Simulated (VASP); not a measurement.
Set up this calculation in VASP 6.6.1, as the native input.

| Quantity | Value |
| --- | --- |
| Task | single point |
| Functional | r2SCAN |
| Potentials or basis | VASP PAW PBE potentials, release 64 (Pb_d, Te) |
| Cutoff | 520 eV |
| k mesh | 7 × 7 × 7 |
| Occupations | fermi-dirac, width 0.05 eV |
| Spin | no spin polarisation |
| Dipole correction | no |
| Further INCAR settings | ALGO = Normal; EDIFF = 1e-06; NBANDS = 17 |

TePb:

```
Pb Te
1.0
     3.97543    0.00000    0.00000
     0.00000    3.97543    0.00000
     0.00000    0.00000    3.97543
Pb Te
1 1
Direct
  0.00000 0.00000 0.00000
  0.50000 0.50000 0.50000
```

One way to write it, as run:

POSCAR

```
TePb
1.0
    3.9754252041      0.0000000000      0.0000000000
    0.0000000000      3.9754252041      0.0000000000
    0.0000000000      0.0000000000      3.9754252041
Pb Te
1 1
Direct
    0.0000000000      0.0000000000      0.0000000000
    0.5000000000      0.5000000000      0.5000000000
```

INCAR.step1

```
SYSTEM = TePb
PREC     = Accurate       ! precision mode
ENCUT    = 520            ! plane-wave cutoff, eV
ISMEAR   = -1             ! smearing method
SIGMA    = 0.05           ! smearing width, eV
LREAL    = .False.        ! projectors in reciprocal space
LASPH    = .True.         ! aspherical terms in the spheres
NELM     = 60             ! most SCF steps
NBANDS   = 17             ! bands
GGA      = PE             ! functional
ALGO     = Normal         ! electronic algorithm
EDIFF    = 1E-4           ! SCF threshold, eV
LWAVE    = .True.         ! write WAVECAR
LCHARG   = .False.        ! write CHGCAR
```

INCAR.step2

```
SYSTEM = TePb
PREC     = Accurate       ! precision mode
ENCUT    = 520            ! plane-wave cutoff, eV
EDIFF    = 1E-6           ! SCF threshold, eV
ISMEAR   = -1             ! smearing method
SIGMA    = 0.05           ! smearing width, eV
LREAL    = .False.        ! projectors in reciprocal space
LASPH    = .True.         ! aspherical terms in the spheres
NELM     = 60             ! most SCF steps
ALGO     = Normal         ! electronic algorithm
ISIF     = 2              ! what is computed and relaxed
LWAVE    = .False.        ! write WAVECAR
LCHARG   = .False.        ! write CHGCAR
METAGGA  = R2SCAN         ! meta-GGA
LMIXTAU  = .True.       
NBANDS   = 17             ! bands
ISTART   = 1
```

KPOINTS

```
Automatic mesh
0
Gamma
  7 7 7
  0 0 0
```

Potentials or basis: VASP PAW PBE potentials, release 64 (Pb_d, Te).

The run is started by

```sh
$ cat potpaw_PBE.64/Pb_d/POTCAR potpaw_PBE.64/Te/POTCAR > POTCAR
$ cp INCAR.step1 INCAR
$ mpirun -np 1 vasp_std > vasp.out
$ cp INCAR.step2 INCAR
$ mpirun -np 1 vasp_std > vasp.out
```

Results of the run:

The pressure is 0.7 GPa and the band gap on the k mesh is zero (band 10 reaches 6.66 eV, above the bottom of band 11 at 5.97 eV).

Caveat: the PAW data sets were made with another functional, which shifts forces and pressure a little; spin-orbit coupling is left out, which moves the levels of the heavy elements.

It took 69 s on 1 thread of Intel Xeon 6975P-C (shared host), peak memory 0.18 GiB.
